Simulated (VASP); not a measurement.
Here is a VASP 6.6.1 calculation.

Contents of INCAR:

```
SYSTEM = Si
PREC     = Accurate       ! precision mode
ENCUT    = 600            ! plane-wave cutoff, eV
EDIFF    = 1E-6           ! SCF threshold, eV
ISMEAR   = 0              ! smearing method
SIGMA    = 0.1            ! smearing width, eV
LREAL    = .False.        ! projectors in reciprocal space
LASPH    = .True.         ! aspherical terms in the spheres
NELM     = 100            ! most SCF steps
ALGO     = Normal         ! electronic algorithm
ISIF     = 3              ! what is computed and relaxed
LWAVE    = .False.        ! write WAVECAR
LCHARG   = .False.        ! write CHGCAR
GGA      = PE             ! functional
IBRION   = 2              ! ionic algorithm
NSW      = 90             ! ionic steps
EDIFFG   = -0.04          ! ionic threshold
```

File KPOINTS:

```
regular mesh
0
Gamma
  6 6 4
  0 0 0
```

POSCAR

```
Si
1.0
    3.3255525900      0.0000000000      0.0000000000
   -1.6627763000      2.8800130300      0.0000000000
    0.0000000000      0.0000000000      5.5411103900
Si
4
Direct
    0.0000000000      0.0000000000      0.8025568000
    0.0000000000      0.0000000000      0.1974432000
    0.3333333300      0.6666666700      0.6146058900
    0.6666666700      0.3333333300      0.3853941100
```

Potentials or basis: VASP PAW PBE potentials, release 64 (Si).

The run is started by

```console
$ cat potpaw_PBE.64/Si/POTCAR > POTCAR
$ mpirun -np 1 vasp_std > vasp.out
```

(1) What does it give for the relaxed volume?

(2) Estimate the relaxed cell.

(3) Estimate the band gap on the k mesh.

(4) Estimate the space group after relaxing (to 0.1 Å).

Results:

(1) 18.97 Å³/atom.

(2) a = 3.737 Å, b = 3.737 Å, c = 6.272 Å, α = 90.00°, β = 90.00°, γ = 120.00°.

(3) zero (bands 8 and 9 overlap by 1.88 eV).

(4) P-3m1 (No. 164).

Caveat: the k points lie up to 0.32 Å⁻¹ apart in the final cell, too coarse for converged energies and pressures of a metal; the volume moved by over 15 % at a fixed basis, so the end points are rough.
